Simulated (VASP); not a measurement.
# Eu (Im-3m) in VASP: notebook

Runs on Eu. Level: PBE. Tasks: single point.

All numbers are computed with VASP 6.6.1; they aren't measurements. Logs are shortened: lines on timing, memory, paths and dates and some standing lists are left out, and cuts for length are marked.

## 1. The cell of the first run

It takes space group Im-3m (No. 229, cubic). Conventional cell: a = 4.388 Å, b = 4.388 Å, c = 4.388 Å, α = 90.00°, β = 90.00°, γ = 90.00°. Eu (site symmetry m-3m) has 14 Eu at 3.80 to 4.39 Å within 5.0 Å.

## 2. Single point, PBE, collinear spin, ferromagnetic start

INCAR reads:

```
SYSTEM = Eu
PREC = Accurate
ENCUT = 520
EDIFF = 1E-6
ISMEAR = -1
SIGMA = 0.05
LREAL = .False.
LASPH = .True.
NELM = 150
ALGO = Normal
ISIF = 2
LWAVE = .False.
LCHARG = .False.
ISPIN = 2
MAGMOM = 7.02
LORBIT = 11
LMAXMIX = 6
GGA = PE
NBANDS = 18
```

KPOINTS reads:

```
Automatic mesh
0
Gamma
  2 2 2
  0 0 0
```

POSCAR reads:

```
Eu
1.0
   -2.1939508085      2.1939508085      2.1939508085
    2.1939508085     -2.1939508085      2.1939508085
    2.1939508085      2.1939508085     -2.1939508085
Eu
1
Direct
    0.0000000000      0.0000000000      0.0000000000
```

Potentials or basis: VASP PAW PBE potentials, release 64 (Eu).

Command:

```console
$ cat potpaw_PBE.64/Eu/POTCAR > POTCAR
$ mpirun -np 1 vasp_std > vasp.out
```

OUTCAR:

```text
SYSTEM = Eu
   PREC = Accurate
   ENCUT = 520
   EDIFF = 1E-6
   ISMEAR = -1
   LREAL = .False.
   LASPH = .True.
   NELM = 150
   ISIF = 2
   ISPIN = 2
   LORBIT = 11
   GGA = PE

 ion  position               nearest neighbor table
   1  0.000  0.000  0.000-

  LATTYP: Found a body centered cubic cell.
 ALAT       =     4.3879016170

  Lattice vectors:

 A1 = (  -2.1939508085,   2.1939508085,   2.1939508085)
 A2 = (   2.1939508085,  -2.1939508085,   2.1939508085)
 A3 = (   2.1939508085,   2.1939508085,  -2.1939508085)

Analysis of symmetry for initial positions (statically):
=====================================================================
 Subroutine PRICEL returns:
 Original cell was already a primitive cell.

 Routine SETGRP: Setting up the symmetry group for a
 body centered cubic supercell.

 Subroutine GETGRP returns: Found 48 space group operations
 (whereof 48 operations were pure point group operations)
 out of a pool of 48 trial point group operations.

The static configuration has the point symmetry O_h .

Analysis of symmetry for dynamics (positions and initial velocities):
=====================================================================
 Subroutine PRICEL returns:
 Original cell was already a primitive cell.

 Routine SETGRP: Setting up the symmetry group for a
 body centered cubic supercell.

 Subroutine GETGRP returns: Found 48 space group operations
 (whereof 48 operations were pure point group operations)
 out of a pool of 48 trial point group operations.

The dynamic configuration has the point symmetry O_h .

Analysis of structural, dynamic, and magnetic symmetry:
=====================================================================
 Subroutine PRICEL returns:
 Original cell was already a primitive cell.

 Routine SETGRP: Setting up the symmetry group for a
 body centered cubic supercell.

 Subroutine GETGRP returns: Found 48 space group operations
 (whereof 48 operations were pure point group operations)
 out of a pool of 48 trial point group operations.

The overall configuration has the point symmetry O_h .

 Subroutine INISYM returns: Found 48 space group operations
 (whereof 48 operations are pure point group operations),
 and found     1 'primitive' translations

----------------------------------------------------------------------------------------

                                     Primitive cell

  volume of cell :      42.2416

  direct lattice vectors                    reciprocal lattice vectors
    -2.193950808  2.193950808  2.193950808     0.000000000  0.227899367  0.227899367
[... 79 lines left out ...]
   IALGO  =     38    algorithm
   IMIX   =      4    mixing-type and parameters
     AMIX     =   0.40;   BMIX     =  1.00
     AMIX_MAG =   1.60;   BMIX_MAG =  1.00
  volume/ion in A,a.u.               =      42.24       285.06
  Fermi-wavevector in a.u.,A,eV,Ry     =   1.208679  2.284072 19.876813  1.460905
  Thomas-Fermi vector in A             =   2.344279
   LORBIT       =     11    0 simple, 1 ext, 2 COOP (PROOUT), +10 PAW based schemes
   GGA     = PE    functional components
   LHFCALC =     F    Hartree Fock is set to
   AEXX    =    0.0000 exact exchange contribution
   IVDW    =     0    specifies the selected vdW correction
   LEPSILON=     F    determine dielectric tensor
   LRPA    =     F    only Hartree local field effects (RPA)
 spin polarized calculation
  energy-cutoff  :      520.00
  volume of cell :       42.24
 maximum number of plane-waves:      1157
   NGX = 15   NGY = 15   NGZ = 15

 number of electron      16.9999992 magnetization       6.8218642

 Free energy of the ion-electron system (eV)
  ---------------------------------------------------
  ext. energy  EPLUGINS =         0.00000000
  ---------------------------------------------------
  free energy    TOTEN  =       -12.05865543 eV

  energy without entropy =      -12.01075871  energy(sigma->0) =      -12.03470707

 E-fermi :   1.6705     XC(G=0):  -8.8110

 val. band max:        1.5814830296   @ k =   0.5000   0.5000   0.5000
 cond. band min:       2.6407712699   @ k =   0.5000   0.0000   0.0000
 fundamental gap:      1.0592882403
 Fermi energy:         1.6705466741

 spin component 1

 k-point     1 :       0.0000    0.0000    0.0000
  band No.  band energies     occupation
      1     -39.6184      1.00000
      2     -18.1332      1.00000
      3     -18.1332      1.00000
      4     -18.1332      1.00000
      5      -2.0808      1.00000
      6       1.3593      0.99802
[... 39 lines left out ...]
      4     -18.4348      1.00000
      5       1.1402      0.99998
      6       1.1402      0.99998
[... 10 lines left out ...]
     17       7.4028      0.00000
     18       7.4028      0.00000
 Fermi energy:         1.6705466741

 spin component 2

 k-point     1 :       0.0000    0.0000    0.0000
  band No.  band energies     occupation
      1     -36.5617      1.00000
      2     -15.9019      1.00000
      3     -15.9019      1.00000
      4     -15.9019      1.00000
      5      -1.7094      1.00000
      6       4.7856      0.00000
[... 40 lines left out ...]
      5       1.5815      0.85585
      6       1.5815      0.85585
[... 10 lines left out ...]
     17       8.5332      0.00000
     18       8.5332      0.00000

------------------------ aborting loop because EDIFF is reached ----------------------------------------

  FORCE on cell =-STRESS in cart. coord.  units (eV):
  Direction    XX          YY          ZZ          XY          YZ          ZX
  --------------------------------------------------------------------------------------
  -------------------------------------------------------------------------------------
  Total       -2.2341671     -2.2341671     -2.2341671      0.0000000      0.0000000     -0.0000000
  in kB      -84.7394388    -84.7394388    -84.7394388      0.0000000      0.0000000     -0.0000000
  external PRESSURE =     -84.7394388 kB  Pullay stress =       0.0000000 kB

 VOLUME and BASIS-vectors are now :
 -----------------------------------------------------------------------------
  energy-cutoff  :      520.00
  volume of cell :       42.24
      direct lattice vectors                 reciprocal lattice vectors
    -2.193950808  2.193950808  2.193950808     0.000000000  0.227899367  0.227899367
     2.193950808 -2.193950808  2.193950808     0.227899367  0.000000000  0.227899367
     2.193950808  2.193950808 -2.193950808     0.227899367  0.227899367  0.000000000

 POSITION                                       TOTAL-FORCE (eV/Angst)
 -----------------------------------------------------------------------------------
      0.00000      0.00000      0.00000         0.000000      0.000000      0.000000
 -----------------------------------------------------------------------------------
    total drift:                               -0.000000     -0.000000     -0.000000

  FREE ENERGIE OF THE ION-ELECTRON SYSTEM (eV)
  ---------------------------------------------------
  free  energy   TOTEN  =       -12.0586554322 eV

  energy  without entropy=      -12.0107587111  energy(sigma->0) =      -12.03470707

 total charge

# of ion       s       p       d       f       tot
--------------------------------------------------
    1        2.082   5.641   0.404   6.604  14.731

 magnetization (x)

# of ion       s       p       d       f       tot
--------------------------------------------------
    1       -0.007  -0.106   0.051   6.604   6.541
```

It took 8.5 s on 1 thread of Intel Xeon 6975P-C (Granite Rapids), shared host; peak memory 0.17 GiB.

Results:

```yaml
Free_energy: -12.0587 eV
Pressure: -8.5 GPa
Net_moment: 6.82 μB per cell
Site_moments: Eu +6.54 μB
Valence_electrons_inside_the_program's_atomic_spheres: Eu 14.73
```

Levels at points of the mesh, in eV from the Fermi level:
Spin up:
```
           k point  band 9  band 10  band 11  band 12  band 13  band 14  band 15  band 16
(0.00, 0.00, 0.00)   -0.14    -0.14    -0.14    -0.10     2.33     2.33     2.33     4.04
(0.50, 0.00, 0.00)   -0.18    -0.17    -0.15    -0.12     0.97     1.43     3.93     4.63
(0.50, 0.50, 0.50)   -0.25    -0.25    -0.13    -0.13    -0.13     5.61     5.61     5.61
```
Spin down:
| k point | band 3 | band 4 | band 5 | band 6 | band 7 | band 8 |
| --- | --- | --- | --- | --- | --- | --- |
| (0.00, 0.00, 0.00) | -17.57 | -17.57 | -3.38 | 3.12 | 3.12 | 3.12 |
| (0.50, 0.00, 0.00) | -17.75 | -17.58 | -0.69 | 1.60 | 1.78 | 4.11 |
| (0.50, 0.50, 0.50) | -17.95 | -17.95 | -0.09 | -0.09 | 4.15 | 4.15 |

Caveat: the k points lie up to 1.01 Å⁻¹ apart; spin-orbit coupling is left out, which moves the levels of the heavy elements; semilocal functionals describe open f shells poorly, which spoils levels, moments and volumes.

## 3. Single point, PBE, collinear spin, ferromagnetic start

INCAR reads:

```
SYSTEM = Eu
PREC = Accurate ; ENCUT = 520
EDIFF = 1E-6 ; ISMEAR = -1
SIGMA = 0.05 ; LREAL = .False.
LASPH = .True. ; NELM = 150
ALGO = Normal ; ISIF = 2
LWAVE = .False. ; LCHARG = .False.
ISPIN = 2 ; MAGMOM = 7.02
LORBIT = 11 ; LMAXMIX = 6
GGA = PE ; NBANDS = 18
```

KPOINTS reads:

```
regular mesh
0
Gamma
  3 3 3
  0 0 0
```

POSCAR is that of step 2.

Potentials or basis: VASP PAW PBE potentials, release 64 (Eu).

Command:

```console
$ cat potpaw_PBE.64/Eu/POTCAR > POTCAR
$ mpirun -np 1 vasp_std > vasp.out
```

OUTCAR:

```text
SYSTEM = Eu
   PREC = Accurate
   ENCUT = 520
   EDIFF = 1E-6
   ISMEAR = -1
   LREAL = .False.
   LASPH = .True.
   NELM = 150
   ISIF = 2
   ISPIN = 2
   LORBIT = 11
   GGA = PE

 ion  position               nearest neighbor table
   1  0.000  0.000  0.000-

  LATTYP: Found a body centered cubic cell.
 ALAT       =     4.3879016170

  Lattice vectors:

 A1 = (  -2.1939508085,   2.1939508085,   2.1939508085)
 A2 = (   2.1939508085,  -2.1939508085,   2.1939508085)
 A3 = (   2.1939508085,   2.1939508085,  -2.1939508085)

Analysis of symmetry for initial positions (statically):
=====================================================================
 Subroutine PRICEL returns:
[... 348 lines left out ...]
  in kB       -1.8514320     -1.8514320     -1.8514320      0.0000000     -0.0000000      0.0000000
  external PRESSURE =      -1.8514320 kB  Pullay stress =       0.0000000 kB

 VOLUME and BASIS-vectors are now :
 -----------------------------------------------------------------------------
  energy-cutoff  :      520.00
  volume of cell :       42.24
      direct lattice vectors                 reciprocal lattice vectors
    -2.193950808  2.193950808  2.193950808     0.000000000  0.227899367  0.227899367
     2.193950808 -2.193950808  2.193950808     0.227899367  0.000000000  0.227899367
     2.193950808  2.193950808 -2.193950808     0.227899367  0.227899367  0.000000000

 POSITION                                       TOTAL-FORCE (eV/Angst)
 -----------------------------------------------------------------------------------
      0.00000      0.00000      0.00000         0.000000     -0.000000     -0.000000
 -----------------------------------------------------------------------------------
    total drift:                               -0.000000     -0.000000     -0.000000

  FREE ENERGIE OF THE ION-ELECTRON SYSTEM (eV)
  ---------------------------------------------------
  free  energy   TOTEN  =       -11.3928459923 eV

  energy  without entropy=      -11.3639887154  energy(sigma->0) =      -11.37841735

 total charge

# of ion       s       p       d       f       tot
--------------------------------------------------
    1        2.075   5.712   0.331   6.625  14.744

 magnetization (x)

# of ion       s       p       d       f       tot
--------------------------------------------------
    1        0.005  -0.063   0.281   6.625   6.848
```

stdout:

```text
POSCAR found type information on POSCAR Eu
 POSCAR found :  1 types and       1 ions
 scaLAPACK will be used
 LDA part: xc-table for (Slater+PW92), standard interpolation
 POSCAR, INCAR and KPOINTS ok, starting setup
 FFT: planning ... GRIDC
 FFT: planning ... GRID_SOFT
 FFT: planning ... GRID
 WAVECAR not read
 entering main loop
```

Run time: 8.6 s. Hardware: 1 thread of Intel Xeon 6975P-C (Granite Rapids), shared host; peak memory 0.17 GiB.

What came out:

* Free energy: -11.3928 eV
* Pressure: -0.2 GPa
* Net moment: 8.04 μB per cell
* Site moments: Eu +6.85 μB
* Valence electrons inside the program's atomic spheres: Eu 14.74

Caveat: the k points lie up to 0.68 Å⁻¹ apart; spin-orbit coupling is left out, which moves the levels of the heavy elements; semilocal functionals describe open f shells poorly, which spoils levels, moments and volumes. The state reached can hang on the start; a lower one may exist.

[end of part 1 of 2]
